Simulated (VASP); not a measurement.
# Au (Cmcm) in VASP: single point with r2SCAN

Aim: the single point of Au with r2SCAN.

Everything below comes from runs of VASP 6.6.1. Logs are shortened: lines on timing, memory, paths and dates and some standing lists are left out, and cuts for length are marked.

### 1 The cell of the first run

It takes space group Cmcm (No. 63, orthorhombic). The conventional cell has a = 4.632 Å, b = 3.275 Å, c = 4.632 Å, α = 90.00°, β = 90.00°, γ = 90.00°. Within 3.4 Å of Au (site symmetry m2m) lie 14 Au at 2.57 to 3.32 Å.

### 2 Single point, r2SCAN (atoms displaced along a vibrational mode)

Contents of POSCAR:

```
Au
1.0
   -1.6376879824      1.6376879824      1.6376879824
    1.6376879824     -1.6376879824      1.6376879824
    3.2753759647      3.2753759647      0.0000000000
Au
2
Direct
   -0.0801434714     -0.0801434714      0.0000000000
    0.5801434714      0.5801434714      0.5000000000
```

Contents of INCAR.step1:

```
  ALGO = Normal
  EDIFF = 1E-4
  ENCUT = 520
  GGA = PE
  ISMEAR = 0
  LASPH = True
  LCHARG = False
  LREAL = False
  LWAVE = True
  NBANDS = 18
  NELM = 80
  PREC = Accurate
  SIGMA = 0.15
```

Contents of INCAR.step2:

```
  ALGO = Normal
  EDIFF = 1E-7
  ENCUT = 520
  ISIF = 2
  ISMEAR = 0
  ISTART = 1
  LASPH = True
  LCHARG = False
  LMIXTAU = True
  LREAL = False
  LWAVE = False
  METAGGA = R2SCAN
  NBANDS = 18
  NELM = 80
  PREC = Accurate
  SIGMA = 0.15
```

Contents of KPOINTS:

```
k-points
0
Gamma
  22 22 14
```

Potentials or basis: VASP PAW PBE potentials, release 64 (Au).

Launch:

```sh
cat potpaw_PBE.64/Au/POTCAR > POTCAR
cp INCAR.step1 INCAR
mpirun -np 1 vasp_std > vasp.out
cp INCAR.step2 INCAR
mpirun -np 1 vasp_std > vasp.out
```

OUTCAR:

```text
EDIFF = 1E-7
   ENCUT = 520
   ISIF = 2
   ISMEAR = 0
   ISTART = 1
   LASPH = True
   LREAL = False
   METAGGA = R2SCAN
   NELM = 80
   PREC = Accurate

 ion  position               nearest neighbor table
   1  0.920  0.920  0.000-   2 2.57   2 2.57   2 3.17   2 3.17   2 3.32   2 3.32   2 3.32   2 3.32

   2  0.580  0.580  0.500-   1 2.57   1 2.57   1 3.17   1 3.17   1 3.32   1 3.32   1 3.32   1 3.32

  LATTYP: Found a base centered orthorhombic cell.
 ALAT       =     3.2753759648
 B/A-ratio  =     1.4142135624
 C/A-ratio  =     1.4142135623

  Lattice vectors:

 A1 = (  -1.6376879824,   1.6376879824,   1.6376879824)
 A2 = (   1.6376879824,  -1.6376879824,   1.6376879824)
 A3 = (   3.2753759647,   3.2753759647,   0.0000000000)

Analysis of symmetry for initial positions (statically):
=====================================================================
 Subroutine PRICEL returns:
 Original cell was already a primitive cell.

 Routine SETGRP: Setting up the symmetry group for a
 base centered orthorhombic supercell.

 Subroutine GETGRP returns: Found  8 space group operations
 (whereof  4 operations were pure point group operations)
 out of a pool of  8 trial point group operations.

The static configuration has the point symmetry C_2v.
 The point group associated with its full space group is D_2h.

Analysis of symmetry for dynamics (positions and initial velocities):
=====================================================================
 Subroutine PRICEL returns:
 Original cell was already a primitive cell.

 Routine SETGRP: Setting up the symmetry group for a
 base centered orthorhombic supercell.

 Subroutine GETGRP returns: Found  8 space group operations
 (whereof  4 operations were pure point group operations)
 out of a pool of  8 trial point group operations.

The dynamic configuration has the point symmetry C_2v.
 The point group associated with its full space group is D_2h.

 Subroutine INISYM returns: Found  8 space group operations
 (whereof  4 operations are pure point group operations),
 and found     1 'primitive' translations

----------------------------------------------------------------------------------------

                                     Primitive cell

  volume of cell :      35.1385

  direct lattice vectors                    reciprocal lattice vectors
    -1.637687982  1.637687982  1.637687982    -0.152654231  0.152654231  0.305308463
     1.637687982 -1.637687982  1.637687982     0.152654231 -0.152654231  0.305308463
[... 85 lines left out ...]
   EDIFF  = 0.1E-06   stopping-criterion for ELM
   LREAL  =      F    real-space projection
   EDIFFG = 0.1E-05   stopping-criterion for IOM
   NSW    =      0    number of steps for IOM
   IBRION =     -1    ionic relax: 0-MD 1-quasi-New 2-CG
   NFREE  =      0    steps in history (QN), initial steepest desc. (CG)
   ISIF   =      2    stress and relaxation
   ISYM   =      2    0-nonsym 1-usesym 2-fastsym
   POTIM  = 0.5000    time-step for ionic-motion
   TEBEG  =    0.0;   TEEND  =   0.0 temperature during run
   PSTRESS=    0.0 pullay stress
   NELECT =      22.0000    total number of electrons
   NUPDOWN=      -1.0000    fix difference up-down
   EMIN   =  10.00;   EMAX   =-10.00  energy-range for DOS
   EFERMI =   0.00;   METHOD = LEGACY
   ISMEAR =     0;   SIGMA  =   0.15  broadening in eV -4-tet -1-fermi 0-gaus
   EFERMI_NEDOS =   21; number of points for ismear=-14 and -15
   IALGO  =     38    algorithm
   IMIX   =      4    mixing-type and parameters
     AMIX     =   0.40;   BMIX     =  1.00
     AMIX_MAG =   1.60;   BMIX_MAG =  1.00
  volume/ion in A,a.u.               =      17.57       118.56
  Fermi-wavevector in a.u.,A,eV,Ry     =   1.400515  2.646590 26.687059  1.961443
  Thomas-Fermi vector in A             =   2.523468
   LORBIT       =      0    0 simple, 1 ext, 2 COOP (PROOUT), +10 PAW based schemes
   METAGGA = R2SCAN    functional components
   LHFCALC =     F    Hartree Fock is set to
   AEXX    =    0.0000 exact exchange contribution
   IVDW    =     0    specifies the selected vdW correction
   LEPSILON=     F    determine dielectric tensor
   LRPA    =     F    only Hartree local field effects (RPA)
 non-spin polarized calculation
 Gauss-broadening in eV      SIGMA  =   0.15
  energy-cutoff  :      520.00
  volume of cell :       35.14
 maximum number of plane-waves:       966
 NGX is ok and might be reduce to    24
   NGX = 11   NGY = 11   NGZ = 17

 number of electron      21.9999996 magnetization

 Free energy of the ion-electron system (eV)
  ---------------------------------------------------
  ext. energy  EPLUGINS =         0.00000000
  ---------------------------------------------------
  free energy    TOTEN  =      -100.79184581 eV

  energy without entropy =     -100.78523885  energy(sigma->0) =     -100.78854233

 E-fermi :   8.8579     XC(G=0): -13.3651

 val. band max:        8.8537056861   @ k =   0.4091   0.1818   0.2143
 cond. band min:       8.8590894353   @ k =   0.2727   0.2727   0.4286
 fundamental gap:      0.0053837492
 Fermi energy:         8.8578684674

 k-point     1 :       0.0000    0.0000    0.0000
  band No.  band energies     occupation
      1      -0.9121      2.00000
      2       1.8166      2.00000
      3       3.0040      2.00000
      4       3.2366      2.00000
      5       3.6026      2.00000
      6       4.2450      2.00000
[... 481 lines left out ...]
      5       3.7853      2.00000
      6       4.5413      2.00000
[... 10 lines left out ...]
     17      22.3387      0.00000
     18      25.7409      0.00000

 [... further k-points ...]

------------------------ aborting loop because EDIFF is reached ----------------------------------------

  FORCE on cell =-STRESS in cart. coord.  units (eV):
  Direction    XX          YY          ZZ          XY          YZ          ZX
  --------------------------------------------------------------------------------------
  -------------------------------------------------------------------------------------
  Total        2.5715055      2.5715055      0.7988556      2.6342070      0.0000000      0.0000000
  in kB      117.2504636    117.2504636     36.4246514    120.1094036      0.0000000      0.0000000
  external PRESSURE =      90.3085262 kB  Pullay stress =       0.0000000 kB

 VOLUME and BASIS-vectors are now :
 -----------------------------------------------------------------------------
  energy-cutoff  :      520.00
  volume of cell :       35.14
      direct lattice vectors                 reciprocal lattice vectors
    -1.637687982  1.637687982  1.637687982    -0.152654231  0.152654231  0.305308463
     1.637687982 -1.637687982  1.637687982     0.152654231 -0.152654231  0.305308463
     3.275375965  3.275375965  0.000000000     0.152654231  0.152654231  0.000000000

 POSITION                                       TOTAL-FORCE (eV/Angst)
 -----------------------------------------------------------------------------------
      0.00000      0.00000      3.01288         0.000000      0.000000      1.358763
      1.63769      1.63769      1.90019        -0.000000     -0.000000     -1.358763
 -----------------------------------------------------------------------------------
    total drift:                               -0.000000     -0.000000     -0.000000

  FREE ENERGIE OF THE ION-ELECTRON SYSTEM (eV)
  ---------------------------------------------------
  free  energy   TOTEN  =      -100.7918458094 eV

  energy  without entropy=     -100.7852388498  energy(sigma->0) =     -100.78854233
```

It took 36 min on 1 thread of Oxide Virtual Turin-like, shared host; peak memory 0.58 GiB.

What came out:

```yaml
Free_energy: -100.7918 eV
Pressure: 9.0 GPa
Largest_force: 1.359 eV/Å
Band_gap_on_the_k_mesh: zero (bands 11 and 12 overlap by 6.39 eV)
```

Forces in eV/Å, atoms in the order of the input:
```
Au   0.000  0.000  1.359
Au   0.000  0.000 -1.359
```

Caveat: the cell differs from its parent crystal (atoms displaced along a vibrational mode); the cell stands under pressure; the PAW data sets were made with another functional, which shifts forces and pressure a little; spin-orbit coupling is left out, which moves the levels of the heavy elements.
